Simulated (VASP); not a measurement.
# Al2O3 (P-6m2) in VASP: notebook

Aim: see how the results for Al2O3 move with the level of theory and the settings. Levels: PBE, r2SCAN. Tasks: single point.

Everything below comes from runs of VASP 6.6.1. Logs are shortened: lines on timing, memory, paths and dates and some standing lists are left out, and cuts for length are marked.

### 1 The cell of the first run

It takes space group P-6m2 (No. 187, hexagonal). The conventional cell has a = 2.884 Å, b = 2.884 Å, c = 9.337 Å, α = 90.00°, β = 90.00°, γ = 120.00°. Al (site symmetry 3m) has 6 O at 1.80 to 2.18 Å within 2.4 Å. Within 2.4 Å of O (site symmetry 3m) lie 3 Al at 1.80 Å. O (site symmetry -6m2) has 6 Al at 2.18 Å and 12 O at 2.66 to 2.88 Å within 2.9 Å.

### 2 Single point, PBE

INCAR

```
SYSTEM = Al2O3
ALGO = Normal
EDIFF = 1E-7
ENCUT = 520
GGA = PE
ISIF = 2
ISMEAR = 0
LASPH = .True.
LCHARG = .True.
LELF = .True.
LREAL = .False.
LVHAR = .True.
LWAVE = .False.
NBANDS = 20
NELM = 80
PREC = Accurate
SIGMA = 0.015
```

KPOINTS

```
k-points
0
Gamma
  11 11 3
  0 0 0
```

POSCAR

```
Al2O3
1.0
    2.8843249483      0.0000000000      0.0000000000
   -1.4421624742      2.4978986780      0.0000000000
    0.0000000000      0.0000000000      9.3367544600
Al O
2 3
Direct
    0.0000000000      0.0000000000      0.8500076700
    0.0000000000      0.0000000000      0.1499923300
    0.3333333333      0.6666666667      0.7776830800
    0.6666666667      0.3333333333      0.0000000000
    0.3333333333      0.6666666667      0.2223169200
```

Potentials or basis: VASP PAW PBE potentials, release 64 (Al, O).

On the command line:

```console
> cat potpaw_PBE.64/Al/POTCAR potpaw_PBE.64/O/POTCAR > POTCAR
> mpirun -np 1 vasp_std > vasp.out
```

OUTCAR:

```text
SYSTEM = Al2O3
   EDIFF = 1E-7
   ENCUT = 520
   GGA = PE
   ISIF = 2
   ISMEAR = 0
   LASPH = .True.
   LREAL = .False.
   NELM = 80
   PREC = Accurate

 ion  position               nearest neighbor table
   1  0.000  0.000  0.850-   3 1.80   3 1.80   3 1.80   4 2.18   4 2.18   4 2.18   2 2.80
   2  0.000  0.000  0.150-   5 1.80   5 1.80   5 1.80   4 2.18   4 2.18   4 2.18   1 2.80
   3  0.333  0.667  0.778-   1 1.80   1 1.80   1 1.80
   4  0.667  0.333  0.000-   1 2.18   2 2.18   1 2.18   2 2.18   1 2.18   2 2.18
   5  0.333  0.667  0.222-   2 1.80   2 1.80   2 1.80

  LATTYP: Found a hexagonal cell.
 ALAT       =     2.8843249483
 C/A-ratio  =     3.2370674689

  Lattice vectors:

 A1 = (   2.8843249483,   0.0000000000,   0.0000000000)
 A2 = (  -1.4421624742,   2.4978986780,   0.0000000000)
 A3 = (   0.0000000000,   0.0000000000,   9.3367544600)

Analysis of symmetry for initial positions (statically):
=====================================================================
 Subroutine PRICEL returns:
 Original cell was already a primitive cell.

 Routine SETGRP: Setting up the symmetry group for a
 hexagonal supercell.

 Subroutine GETGRP returns: Found 12 space group operations
 (whereof 12 operations were pure point group operations)
 out of a pool of 24 trial point group operations.

The static configuration has the point symmetry D_3h.

Analysis of symmetry for dynamics (positions and initial velocities):
=====================================================================
 Subroutine PRICEL returns:
 Original cell was already a primitive cell.

 Routine SETGRP: Setting up the symmetry group for a
 hexagonal supercell.

 Subroutine GETGRP returns: Found 12 space group operations
 (whereof 12 operations were pure point group operations)
 out of a pool of 24 trial point group operations.

The dynamic configuration has the point symmetry D_3h.

 Subroutine INISYM returns: Found 12 space group operations
 (whereof 12 operations are pure point group operations),
 and found     1 'primitive' translations

----------------------------------------------------------------------------------------

                                     Primitive cell

  volume of cell :      67.2690

  direct lattice vectors                    reciprocal lattice vectors
     2.884324948  0.000000000  0.000000000     0.346701574  0.200168247  0.000000000
    -1.442162474  2.497898678  0.000000000     0.000000000  0.400336494  0.000000000
     0.000000000  0.000000000  9.336754460     0.000000000  0.000000000  0.107103598

  length of vectors
     2.884324948  2.884324948  9.336754460     0.400336494  0.400336494  0.107103598

  position of ions in fractional coordinates (direct lattice)
     0.000000000  0.000000000  0.850007670
     0.000000000  0.000000000  0.149992330
     0.333333333  0.666666667  0.777683080
     0.666666667  0.333333333  0.000000000
     0.333333333  0.666666667  0.222316920

  ion indices of the primitive-cell ions
   primitive index   ion index
                 1           1
                 2           2
                 3           3
                 4           4
                 5           5

----------------------------------------------------------------------------------------

 KPOINTS: k-points

Automatic generation of k-mesh.
 Grid dimensions read from file:
 generate k-points for:   11   11    3

 Generating k-lattice:

  Cartesian coordinates                     Fractional coordinates (reciprocal lattice)
     0.031518325  0.018197113  0.000000000     0.090909091  0.000000000  0.000000000
     0.000000000  0.036394227  0.000000000     0.000000000  0.090909091  0.000000000
     0.000000000  0.000000000  0.035701199     0.000000000  0.000000000  0.333333333

  Length of vectors
     0.036394227  0.036394227  0.035701199

  Shift w.r.t. Gamma in fractional coordinates (k-lattice)
     0.000000000  0.000000000  0.000000000

 Subroutine IBZKPT returns following result:
 ===========================================

 Found     32 irreducible k-points:

 Following reciprocal coordinates:
            Coordinates               Weight
  0.000000  0.000000  0.000000      1.000000
  0.090909 -0.000000  0.000000      6.000000
  0.181818 -0.000000  0.000000      6.000000
  0.272727  0.000000  0.000000      6.000000
  0.363636  0.000000  0.000000      6.000000
  0.454545 -0.000000  0.000000      6.000000
[... 16 lines left out ...]
  0.090909  0.090909  0.333333     12.000000
  0.181818  0.090909  0.333333     24.000000
 [... further k-points ...]
   k-points           NKPTS =     32   k-points in BZ     NKDIM =     32   number of bands    NBANDS=     20
   number of dos      NEDOS =    301   number of ions     NIONS =      5
   total plane-waves  NPLWV =  40320
   dimension x,y,z NGX =    24 NGY =   24 NGZ =   70
   dimension x,y,z NGXF=    48 NGYF=   48 NGZF=  140
   ions per type =               2   3
   NGX,Y,Z   is equivalent  to a cutoff of  13.83, 13.83, 12.46 a.u.
   NGXF,Y,Z  is equivalent  to a cutoff of  27.67, 27.67, 24.93 a.u.
 SYSTEM =  Al2O3
   PREC   = accura    normal or accurate (medium, high low for compatibility)
   ISTART =      0    job   : 0-new  1-cont  2-samecut
   ICHARG =      2    charge: 1-file 2-atom 10-const
   ISPIN  =      1    spin polarized calculation?
   LNONCOLLINEAR =      F non collinear calculations
   LSORBIT =      F    spin-orbit coupling
   LASPH  =      T    aspherical Exc in radial PAW
   ENCUT  =  520.0 eV  38.22 Ry    6.18 a.u.   5.36  5.36 17.36*2*pi/ulx,y,z
   NELM   =     80;   NELMIN=  2; NELMDL= -5     # of ELM steps
   EDIFF  = 0.1E-06   stopping-criterion for ELM
   LREAL  =      F    real-space projection
   EDIFFG = 0.1E-05   stopping-criterion for IOM
   NSW    =      0    number of steps for IOM
   IBRION =     -1    ionic relax: 0-MD 1-quasi-New 2-CG
   NFREE  =      0    steps in history (QN), initial steepest desc. (CG)
   ISIF   =      2    stress and relaxation
   ISYM   =      2    0-nonsym 1-usesym 2-fastsym
   POTIM  = 0.5000    time-step for ionic-motion
   TEBEG  =    0.0;   TEEND  =   0.0 temperature during run
   PSTRESS=    0.0 pullay stress
   NELECT =      24.0000    total number of electrons
   NUPDOWN=      -1.0000    fix difference up-down
   EMIN   =  10.00;   EMAX   =-10.00  energy-range for DOS
   EFERMI =   0.00;   METHOD = LEGACY
   ISMEAR =     0;   SIGMA  =   0.01  broadening in eV -4-tet -1-fermi 0-gaus
   EFERMI_NEDOS =   21; number of points for ismear=-14 and -15
   IALGO  =     38    algorithm
   IMIX   =      4    mixing-type and parameters
     AMIX     =   0.40;   BMIX     =  1.00
     AMIX_MAG =   1.60;   BMIX_MAG =  1.00
  volume/ion in A,a.u.               =      13.45        90.79
  Fermi-wavevector in a.u.,A,eV,Ry     =   1.161111  2.194181 18.343074  1.348178
  Thomas-Fermi vector in A             =   2.297686
   LORBIT       =      0    0 simple, 1 ext, 2 COOP (PROOUT), +10 PAW based schemes
   GGA     = PE    functional components
   LHFCALC =     F    Hartree Fock is set to
   AEXX    =    0.0000 exact exchange contribution
   IVDW    =     0    specifies the selected vdW correction
   LEPSILON=     F    determine dielectric tensor
   LRPA    =     F    only Hartree local field effects (RPA)
 non-spin polarized calculation
 Gauss-broadening in eV      SIGMA  =   0.01
  energy-cutoff  :      520.00
  volume of cell :       67.27
 maximum number of plane-waves:      1841
 NGX is ok and might be reduce to    24
   NGX = 11   NGY = 11   NGZ = 35

 number of electron      23.9999983 magnetization

 Free energy of the ion-electron system (eV)
  ---------------------------------------------------
  ext. energy  EPLUGINS =         0.00000000
  ---------------------------------------------------
  free energy    TOTEN  =       -36.38494601 eV

  energy without entropy =      -36.38494601  energy(sigma->0) =      -36.38494601

 E-fermi :   0.9465     XC(G=0):  -8.5311

 val. band max:        0.8790943285   @ k =   0.0909   0.0909   0.0000
 cond. band min:       5.6506047283   @ k =   0.0000   0.0000   0.0000
 fundamental gap:      4.7715103998
 Fermi energy:         0.9465174691

 k-point     1 :       0.0000    0.0000    0.0000
  band No.  band energies     occupation
      1     -17.8173      2.00000
      2     -16.8013      2.00000
      3     -15.6203      2.00000
      4      -4.0787      2.00000
      5      -1.2337      2.00000
      6      -0.5958      2.00000
[... 12 lines left out ...]
     19      15.7579      0.00000
     20      15.7619      0.00000

 k-point     2 :       0.0909   -0.0000    0.0000
  band No.  band energies     occupation
      1     -17.7170      2.00000
      2     -16.7263      2.00000
      3     -15.5837      2.00000
      4      -4.0204      2.00000
      5      -1.4795      2.00000
      6      -0.8245      2.00000
[... 12 lines left out ...]
     19      14.9137      0.00000
     20      15.8801      0.00000

 k-point     3 :       0.1818   -0.0000    0.0000
  band No.  band energies     occupation
      1     -17.4296      2.00000
      2     -16.5172      2.00000
      3     -15.4904      2.00000
      4      -3.9201      2.00000
      5      -2.3198      2.00000
      6      -1.5406      2.00000
[... 12 lines left out ...]
     19      14.0237      0.00000
     20      14.8852      0.00000

 k-point     4 :       0.2727    0.0000    0.0000
  band No.  band energies     occupation
      1     -16.9991      2.00000
      2     -16.2246      2.00000
      3     -15.3908      2.00000
      4      -4.0488      2.00000
      5      -3.4444      2.00000
      6      -2.3515      2.00000
[... 429 lines left out ...]
 k-point    23 :       0.0909    0.0909    0.3333
  band No.  band energies     occupation
      1     -17.5230      2.00000
      2     -16.5842      2.00000
      3     -15.5183      2.00000
      4      -3.9401      2.00000
      5      -1.9685      2.00000
      6      -1.4151      2.00000
[... 12 lines left out ...]
     19      14.1110      0.00000
     20      15.0663      0.00000

 k-point    24 :       0.1818    0.0909    0.3333
  band No.  band energies     occupation
      1     -17.1632      2.00000
      2     -16.3326      2.00000
      3     -15.4208      2.00000
      4      -3.9360      2.00000
      5      -2.8829      2.00000
      6      -2.2295      2.00000
[... 12 lines left out ...]
     19      13.5377      0.00000
     20      14.6112      0.00000

 [... further k-points ...]

------------------------ aborting loop because EDIFF is reached ----------------------------------------

  FORCE on cell =-STRESS in cart. coord.  units (eV):
  Direction    XX          YY          ZZ          XY          YZ          ZX
  --------------------------------------------------------------------------------------
  -------------------------------------------------------------------------------------
  Total        0.0706286      0.0706286     -0.0368693     -0.0000000      0.0000000      0.0000000
  in kB        1.6821948      1.6821948     -0.8781347     -0.0000000      0.0000000      0.0000000
  external PRESSURE =       0.8287516 kB  Pullay stress =       0.0000000 kB

 VOLUME and BASIS-vectors are now :
 -----------------------------------------------------------------------------
  energy-cutoff  :      520.00
  volume of cell :       67.27
      direct lattice vectors                 reciprocal lattice vectors
     2.884324948  0.000000000  0.000000000     0.346701574  0.200168247  0.000000000
    -1.442162474  2.497898678  0.000000000     0.000000000  0.400336494  0.000000000
     0.000000000  0.000000000  9.336754460     0.000000000  0.000000000  0.107103598

 POSITION                                       TOTAL-FORCE (eV/Angst)
 -----------------------------------------------------------------------------------
      0.00000      0.00000      7.93631        -0.000000     -0.000000      0.004612
      0.00000      0.00000      1.40044        -0.000000      0.000000     -0.004612
     -0.00000      1.66527      7.26104        -0.000000     -0.000000     -0.012391
      1.44216      0.83263      0.00000         0.000000     -0.000000      0.000000
     -0.00000      1.66527      2.07572        -0.000000      0.000000      0.012391
 -----------------------------------------------------------------------------------
    total drift:                                0.000000     -0.000000      0.000000

  FREE ENERGIE OF THE ION-ELECTRON SYSTEM (eV)
  ---------------------------------------------------
  free  energy   TOTEN  =       -36.3849460057 eV

  energy  without entropy=      -36.3849460057  energy(sigma->0) =      -36.38494601
```

Run time: 26 s. Hardware: 1 thread of Intel Xeon Platinum 8488C (Sapphire Rapids), shared host; peak memory 0.19 GiB.

Results:

* Free energy: -36.3849 eV
* Pressure: 0.1 GPa
* Largest force: 0.012 eV/Å
* Band gap on the k mesh: 4.77 eV, indirect (least direct gap 5.01 eV)

Forces in eV/Å, atoms in the order of the input:
```
Al   0.000  0.000  0.005
Al   0.000  0.000 -0.005
O    0.000  0.000 -0.012
O    0.000  0.000  0.000
O    0.000  0.000  0.012
```

Stress tensor (GPa, compression positive):
```
 0.17  0.00  0.00
 0.00  0.17  0.00
 0.00  0.00 -0.09
```

### 3 Single point, r2SCAN

POSCAR is that of step 2.

INCAR.step1

```
SYSTEM = Al2O3
ALGO = Normal
EDIFF = 1E-4
ENCUT = 520
GGA = PE
ISMEAR = 1
LASPH = .TRUE.
LCHARG = .FALSE.
LREAL = .FALSE.
LWAVE = .TRUE.
NBANDS = 20
NELM = 100
PREC = Accurate
SIGMA = 0.05
```

INCAR.step2

```
SYSTEM = Al2O3
ALGO = Normal
EDIFF = 1E-7
ENCUT = 520
ISIF = 2
ISMEAR = 1
ISTART = 1
LASPH = .TRUE.
LCHARG = .FALSE.
LMIXTAU = .TRUE.
LREAL = .FALSE.
LWAVE = .FALSE.
METAGGA = R2SCAN
NBANDS = 20
NELM = 100
PREC = Accurate
SIGMA = 0.05
```

KPOINTS

```
k-points
0
G
  9 9 3
  0 0 0
```

Potentials or basis: VASP PAW PBE potentials, release 64 (Al, O).

On the command line:

```console
> cat potpaw_PBE.64/Al/POTCAR potpaw_PBE.64/O/POTCAR > POTCAR
> cp INCAR.step1 INCAR
> mpirun -np 1 vasp_std > vasp.out
> cp INCAR.step2 INCAR
> mpirun -np 1 vasp_std > vasp.out
```

OUTCAR:

```text
SYSTEM = Al2O3
   EDIFF = 1E-7
   ENCUT = 520
   ISIF = 2
   ISMEAR = 1
   ISTART = 1
   LASPH = .TRUE.
   LREAL = .FALSE.
   METAGGA = R2SCAN
   NELM = 100
   PREC = Accurate

 ion  position               nearest neighbor table
   1  0.000  0.000  0.850-   3 1.80   3 1.80   3 1.80   4 2.18   4 2.18   4 2.18   2 2.80
   2  0.000  0.000  0.150-   5 1.80   5 1.80   5 1.80   4 2.18   4 2.18   4 2.18   1 2.80
   3  0.333  0.667  0.778-   1 1.80   1 1.80   1 1.80
[... 756 lines left out ...]
  --------------------------------------------------------------------------------------
  -------------------------------------------------------------------------------------
  Total       -2.2109442     -2.2109442     -1.4784254      0.0000000     -0.0000000      0.0000000
  in kB      -52.6590998    -52.6590998    -35.2123543      0.0000000     -0.0000000      0.0000000
  external PRESSURE =     -46.8435180 kB  Pullay stress =       0.0000000 kB

 VOLUME and BASIS-vectors are now :
 -----------------------------------------------------------------------------
  energy-cutoff  :      520.00
  volume of cell :       67.27
      direct lattice vectors                 reciprocal lattice vectors
     2.884324948  0.000000000  0.000000000     0.346701574  0.200168247  0.000000000
    -1.442162474  2.497898678  0.000000000     0.000000000  0.400336494  0.000000000
     0.000000000  0.000000000  9.336754460     0.000000000  0.000000000  0.107103598

 POSITION                                       TOTAL-FORCE (eV/Angst)
 -----------------------------------------------------------------------------------
      0.00000      0.00000      7.93631         0.000000      0.000000     -0.148902
      0.00000      0.00000      1.40044         0.000000      0.000000      0.148902
     -0.00000      1.66527      7.26104        -0.000000      0.000000      0.435353
      1.44216      0.83263      0.00000        -0.000000      0.000000      0.000000
     -0.00000      1.66527      2.07572        -0.000000      0.000000     -0.435353
 -----------------------------------------------------------------------------------
    total drift:                                0.000006     -0.000003      0.000000

  FREE ENERGIE OF THE ION-ELECTRON SYSTEM (eV)
  ---------------------------------------------------
  free  energy   TOTEN  =       -46.7902889216 eV

  energy  without entropy=      -46.7909780674  energy(sigma->0) =      -46.79051864
```

OSZICAR.step1:

```text
N       E                     dE             d eps       ncg     rms          rms(c)
DAV:   1     0.116784429803E+03    0.11678E+03   -0.12184E+04   968   0.107E+03
DAV:   2    -0.325526998595E+02   -0.14934E+03   -0.14553E+03  1224   0.244E+02
DAV:   3    -0.408236810891E+02   -0.82710E+01   -0.82417E+01  1240   0.606E+01
DAV:   4    -0.409103496468E+02   -0.86669E-01   -0.86645E-01  1236   0.685E+00
DAV:   5    -0.409117784441E+02   -0.14288E-02   -0.14288E-02  1216   0.826E-01    0.128E+01
DAV:   6    -0.364316907793E+02    0.44801E+01   -0.14395E+01  1052   0.270E+01    0.452E+00
DAV:   7    -0.364177106527E+02    0.13980E-01   -0.44206E-01  1160   0.454E+00    0.252E+00
DAV:   8    -0.363898871952E+02    0.27823E-01   -0.53804E-02  1248   0.217E+00    0.844E-01
DAV:   9    -0.363842411254E+02    0.56461E-02   -0.19846E-02  1264   0.119E+00    0.191E-01
DAV:  10    -0.363845674211E+02   -0.32630E-03   -0.34469E-03  1108   0.391E-01    0.140E-01
DAV:  11    -0.363847430974E+02   -0.17568E-03   -0.31380E-03  1072   0.536E-01    0.772E-02
DAV:  12    -0.363846497642E+02    0.93333E-04   -0.50546E-04  1100   0.168E-01
   1 F= -.36384650E+02 E0= -.36384873E+02  d E =0.668463E-03
```

It took 99 s on 1 thread of Intel Xeon 6975P-C (Granite Rapids), shared host; peak memory 0.2 GiB.

What came out:

```
Free energy            : -46.7903 eV
Pressure               : -4.7 GPa
Largest force          : 0.435 eV/Å
Band gap on the k mesh : 5.59 eV, indirect (least direct gap 5.83 eV)
```

Forces on the atoms (eV/Å):
```
Al   0.000  0.000 -0.149
Al   0.000  0.000  0.149
O    0.000  0.000  0.435
O    0.000  0.000  0.000
O    0.000  0.000 -0.435
```

Caveat: the PAW data sets were made with another functional, which shifts forces and pressure a little. r2SCAN opens gaps a little over a GGA but as a rule still falls short of measured ones.
